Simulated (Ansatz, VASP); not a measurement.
# One calculation of Fe, two programs

```
CELL_PARAMETERS angstrom
2.40126 0.00000 0.00000
-1.20063 2.07955 0.00000
0.00000 0.00000 3.79001
ATOMIC_POSITIONS crystal
Fe 0.33333 0.66667 0.25000
Fe 0.66667 0.33333 0.75000
```

Change from the starting cell: volume scaled by 0.96, PAW files.

Alike in both runs: task electric field gradients; functional PBEsol; k mesh 17 × 17 × 10; occupations fermi-dirac, width 0.08 eV; no spin polarisation.

|  | VASP | Ansatz |
| --- | --- | --- |
| version | VASP 6.6.1 | Ansatz 0.2.0 |
| potentials or method | VASP PAW PBE potentials, release 64 (Fe) | PAW with Ansatz's default frozen-core files, scalar-relativistic |
| plane-wave cutoff (eV) | 520 | 420 |
| valence electrons in the cell | 16 | 32 |

VASP gave:

- pressure (GPa): 12.5
- traceless stress, the component that is largest in VASP (GPa): 0.92
- size of Vzz on the site where it differs most (V/Å²): 8.8

Q: What did Ansatz give for the same quantities?

A: Pressure (GPa): 13.1; traceless stress, the component that is largest in VASP (GPa): 1.09; size of Vzz on the site where it differs most (V/Å²): 4.3.

VASP's potentials were made for PBE, not for PBEsol. The functional is the same, so the differences come from potentials, cutoffs and numerics. VASP's potentials hold 16 valence electrons a cell and Ansatz's 32, so a difference there can come from the potentials and not from the codes.
